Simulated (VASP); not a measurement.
Wanted: the native input for a VASP 6.6.1 run.

| Quantity | Value |
| --- | --- |
| Task | single point |
| Functional | PBEsol |
| Potentials or basis | VASP PAW PBE potentials, release 64 (Al) |
| Cutoff | 520 eV |
| k mesh | 24 × 24 × 14 |
| Occupations | gaussian, width 0.15 eV |
| Spin | no spin polarisation |
| Dipole correction | no |
| Further INCAR settings | ALGO = Fast; EDIFF = 1e-07; NBANDS = 10 |

The structure of Al lies in POSCAR:

```
Al
1.0
    2.8500701807      0.0000000000      0.0000000000
   -1.4250350903      2.4682331791      0.0000000000
    0.0000000000      0.0000000000      4.6373162797
Al
2
Direct
    0.6666666667      0.3333333333      0.7500000000
    0.3333333333      0.6666666667      0.2500000000
```

The input as run:

INCAR

```
PREC     = Accurate       # precision mode
ENCUT    = 520            # plane-wave cutoff, eV
EDIFF    = 1E-7           # SCF threshold, eV
ISMEAR   = 0              # smearing method
SIGMA    = 0.15           # smearing width, eV
LREAL    = False          # projectors in reciprocal space
LASPH    = True           # aspherical terms in the spheres
NELM     = 60             # most SCF steps
ALGO     = Fast           # electronic algorithm
ISIF     = 2              # what is computed and relaxed
LWAVE    = False          # write WAVECAR
LCHARG   = False          # write CHGCAR
GGA      = PS             # functional
NBANDS   = 10             # bands
```

KPOINTS

```
regular mesh
0
Gamma
  24 24 14
```

Potentials or basis: VASP PAW PBE potentials, release 64 (Al).

Launch:

```console
$ cat potpaw_PBE.64/Al/POTCAR > POTCAR
$ mpirun -np 1 vasp_std > vasp.out
```

It gave:

```yaml
Pressure: 0.1 GPa
Band_gap_on_the_k_mesh: zero (band 3 reaches 12.37 eV, above the bottom of band 4 at 4.83 eV)
```

Caveat: the PAW data sets were made with another functional, which shifts forces and pressure a little.

It used 240 s of CPU time on 1 thread of AMD EPYC 7R13 Processor (Zen 3) (shared host).
